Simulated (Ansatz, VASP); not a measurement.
## Ga4SbAs: VASP beside Ansatz

File INCAR:

```
SYSTEM = Ga4SbAs
PREC = Accurate
ENCUT = 600
EDIFF = 1E-6
ISMEAR = 0
SIGMA = 0.1
LREAL = .FALSE.
LASPH = .TRUE.
NELM = 100
ALGO = Normal
ISIF = 3
LWAVE = .FALSE.
LCHARG = .FALSE.
GGA = PE
IBRION = 2
NSW = 90
EDIFFG = -0.04
```

The input KPOINTS:

```
regular mesh
0
G
  4 4 4
  0 0 0
```

File POSCAR:

```
Ga4SbAs
1.0
    0.0000000000      4.1361162900      4.1361162900
    4.1361162900      0.0000000000      4.1361162900
    4.1361162900      4.1361162900      0.0000000000
Ga Sb As
4 1 1
Direct
    0.1107655600      0.1107655600      0.1107655600
    0.1107655600      0.1107655600      0.6677033100
    0.1107655600      0.6677033100      0.1107655600
    0.6677033100      0.1107655600      0.1107655600
    0.2500000000      0.2500000000      0.2500000000
    0.5000000000      0.5000000000      0.5000000000
```

Input for Ansatz:

```yaml
crystal:
  lattice:
    - [0.0, 4.13611629, 4.13611629]
    - [4.13611629, 0.0, 4.13611629]
    - [4.13611629, 4.13611629, 0.0]
  atoms:
    - { symbol: Ga, position: [0.11076556, 0.11076556, 0.11076556] }
    - { symbol: Ga, position: [0.11076556, 0.11076556, 0.66770331] }
    - { symbol: Ga, position: [0.11076556, 0.66770331, 0.11076556] }
    - { symbol: Ga, position: [0.66770331, 0.11076556, 0.11076556] }
    - { symbol: Sb, position: [0.25, 0.25, 0.25] }
    - { symbol: As, position: [0.5, 0.5, 0.5] }
basis:
  ecutwfc: 420
kpoints:
  mp_grid: { grid: [4, 4, 4] }
hamiltonian:
  xc: pbe
scf:
  occupations: { method: gaussian, width: 0.1 }
  lower_state_search: "off"
output:
  forces: true
  stress: true
  eigenvalues: true
relax:
  adjacent_minimum: "off"
  f_tol: 0.04
  max_steps: 70
  cell: { stress_tol: 0.4 }
```

Alike in both runs: task relaxation of cell and atoms; functional PBE; k mesh 4 × 4 × 4; occupations gaussian, width 0.1 eV; no spin polarisation.

|  | VASP | Ansatz |
| --- | --- | --- |
| version | VASP 6.6.1 | Ansatz 0.2.0 |
| potentials or method | VASP PAW PBE potentials, release 64 (Ga_d, Sb, As), cutoff 600 eV | scalar-relativistic, plane waves, PAW |
| valence electrons in the cell | 62 | 82 |

VASP gave:

| Item | Value |
| --- | --- |
| gap on the k mesh at the Fermi level, each at its own relaxed structure (eV) | none |
| relaxed volume (Å³/atom) | 36.96 |
| relaxed cell length with the largest relative difference (Å) | 6.794 |

What did Ansatz give for the same quantities?

gap on the k mesh at the Fermi level, each at its own relaxed structure (eV): none; relaxed volume (Å³/atom): 36.93; relaxed cell length with the largest relative difference (Å): 6.792.

A gap of «none» marks a metal or a gap that the smearing closes. VASP's potentials hold 62 valence electrons a cell and Ansatz's 82, so a difference there can come from the potentials and not from the codes.

Neither program's run includes spin-orbit coupling. Noted on VASP's run: the volume moved by over 15 % at a fixed basis, so the end points are rough.
